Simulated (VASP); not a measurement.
Crystal: AlGa3Sb2.

```
Al Ga Sb
1.0
     4.82389    0.00000    0.00000
    -2.41195    4.17761    0.00000
     0.00000    0.00000    8.03971
Al Ga Sb
1 3 2
Direct
  0.00000 0.00000 0.50000
  0.50000 0.00000 0.50000
  0.00000 0.50000 0.50000
  0.50000 0.50000 0.50000
  0.00000 0.00000 0.83242
  0.00000 0.00000 0.16758
```

The cell was generated, and may not be a known phase.

```yaml
Program: VASP 6.6.1
Task: relaxation of cell and atoms
Functional: PBE
Potentials_or_basis: VASP PAW PBE potentials, release 64 (Al, Ga_d, Sb)
Cutoff: 600 eV
k_mesh: 6 × 6 × 2
Occupations: gaussian, width 0.1 eV
Spin: no spin polarisation
```

At the start: pressure 13.0 GPa; volume 27.00 Å³/atom.

How do energy, volume and symmetry change on relaxing?

Over 10 steps the energy falls by 340.8 meV/atom and the volume is 35.08 Å³/atom (+29.9 %); space group P6/mmm (No. 191, to 0.1 Å) before and after.

Step by step:
| step | energy change (eV) | largest force (eV/Å) | pressure (GPa) | volume (Å³) |
| --- | --- | --- | --- | --- |
| 1 | 0.0000 | 0.0422 | 13.05 | 162.02 |
| 2 | -1.9014 | 0.3339 | -1.02 | 218.63 |
| 3 | -1.9056 | 0.3284 | -0.50 | 213.97 |
| 4 | -1.9061 | 0.3296 | -0.71 | 215.50 |
| 5 | -2.0078 | 0.0025 | -0.35 | 212.46 |
| 6 | -2.0263 | 0.6672 | 0.36 | 209.47 |
| 7 | -2.0338 | 0.2936 | -0.03 | 210.80 |
| 8 | -2.0348 | 0.3722 | 0.05 | 210.49 |
| 9 | -2.0445 | 0.0678 | 0.03 | 210.47 |
| 10 | -2.0446 | 0.0369 | 0.04 | 210.47 |

Final structure:
```xyz
6
Lattice="5.5521 0.0000 0.0000 -2.7761 4.8083 0.0000 0.0000 0.0000 7.8838" Properties=species:S:1:pos:R:3 pbc="T T T"
Al    0.0000    0.0000    3.9419
Ga    2.7761    0.0000    3.9419
Ga   -1.3880    2.4041    3.9419
Ga    1.3880    2.4041    3.9419
Sb   -2.7761    4.8083    6.5693
Sb    0.0000    0.0000    1.3145
```

Caveat: the k points lie up to 0.40 Å⁻¹ apart in the final cell, too coarse for converged energies and pressures of a metal; the volume moved by over 15 % at a fixed basis, so the end points are rough.
